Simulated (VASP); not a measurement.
Write the native input for VASP 6.6.1 that does the following.

```
Task                               : single point
Functional                         : HSE06
Potentials or basis                : VASP PAW PBE potentials, release 64 (Ca_sv, Se)
Cutoff                             : 520 eV
k mesh                             : 4 × 4 × 4
Occupations                        : gaussian, width 0.01 eV
Spin                               : no spin polarisation
Dipole correction                  : no
Grid for exact exchange (PRECFOCK) : Normal
Further INCAR settings             : ALGO = Normal; EDIFF = 1e-06; NBANDS = 15
Screening parameter                : 0.2079 1/Å
```

The system is CaSe.

```
Ca Se
1.0
     3.63478    0.00000    0.00000
     0.00000    3.63478    0.00000
     0.00000    0.00000    3.63478
Ca Se
1 1
Cartesian
  0.0000 0.0000 0.0000
  1.8174 1.8174 1.8174
```

The input as run:

POSCAR

```
CaSe
1.0
    3.6347849234      0.0000000000      0.0000000000
    0.0000000000      3.6347849234      0.0000000000
    0.0000000000      0.0000000000      3.6347849234
Ca Se
1 1
Direct
    0.0000000000      0.0000000000      0.0000000000
    0.5000000000      0.5000000000      0.5000000000
```

INCAR.step1

```
PREC = Accurate
ENCUT = 520
EDIFF = 1E-5
ISMEAR = 0
SIGMA = 0.01
LREAL = F
LASPH = T
NELM = 60
ALGO = Normal
ISIF = 2
LWAVE = T
NBANDS = 15
GGA = PE
```

INCAR.step2

```
PREC = Accurate
ENCUT = 520
EDIFF = 1E-6
ISMEAR = 0
SIGMA = 0.01
LREAL = F
LASPH = T
NELM = 60
ALGO = Normal
ISIF = 2
LWAVE = F
LCHARG = T
GGA = PE
LHFCALC = T
HFSCREEN = 0.2079
PRECFOCK = Normal
LELF = T
LVHAR = T
NBANDS = 15
ISTART = 1
```

KPOINTS

```
Automatic mesh
0
Gamma
  4 4 4
```

Potentials or basis: VASP PAW PBE potentials, release 64 (Ca_sv, Se).

Launch:

```sh
$ cat potpaw_PBE.64/Ca_sv/POTCAR potpaw_PBE.64/Se/POTCAR > POTCAR
$ cp INCAR.step1 INCAR
$ mpirun -np 1 vasp_std > vasp.out
$ cp INCAR.step2 INCAR
$ mpirun -np 1 vasp_std > vasp.out
```

Results of the run:

```
Pressure               : 0.5 GPa
Band gap on the k mesh : 1.54 eV, direct
```

Caveat: the k points lie up to 0.43 Å⁻¹ apart; the PAW data sets were made with another functional, which shifts forces and pressure a little.

It took 5.6 min on 1 thread of AMD EPYC 9R45 96-Core Processor (Zen 5) (shared host), peak memory 0.25 GiB.
